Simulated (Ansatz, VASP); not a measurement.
## One calculation of SiNi3, two programs

```
Si Ni
1.0
     3.46125    0.00000    0.00000
     0.00000    3.20165    0.00000
     0.00000    0.00000    3.46125
Si Ni
1 3
Direct
  0.00000 0.00000 0.00000
  0.00000 0.50000 0.50000
  0.50000 0.00000 0.50000
  0.50000 0.50000 0.00000
```

Change from the starting cell: strain -0.0750 x Voigt [0, 1, 0, 0, 0, 0], atoms carried along.

Alike in both runs: task single point; functional PBEsol; k mesh 14 × 14 × 14; occupations gaussian, width 0.15 eV; no spin polarisation.

|  | VASP | Ansatz |
| --- | --- | --- |
| version | VASP 6.6.1 | Ansatz 0.2.0 |
| potentials or method | VASP PAW PBE potentials, release 64 (Si, Ni), cutoff 520 eV | scalar-relativistic, plane waves, PAW |
| valence electrons in the cell | 34 | 58 |

|  | VASP | Ansatz | Ansatz less VASP |
| --- | --- | --- | --- |
| gap on the k mesh at the Fermi level (eV) | none | none | - |
| pressure (GPa) | 23.0 | 23.0 | 0.00 |
| traceless stress, the component that is largest in VASP (GPa) | 8.82 | 8.99 | +0.173 |

VASP's potentials were made for PBE, not for PBEsol. A gap of «none» marks a metal or a gap that the smearing closes. VASP's potentials hold 34 valence electrons a cell and Ansatz's 58, so a difference there can come from the potentials and not from the codes.
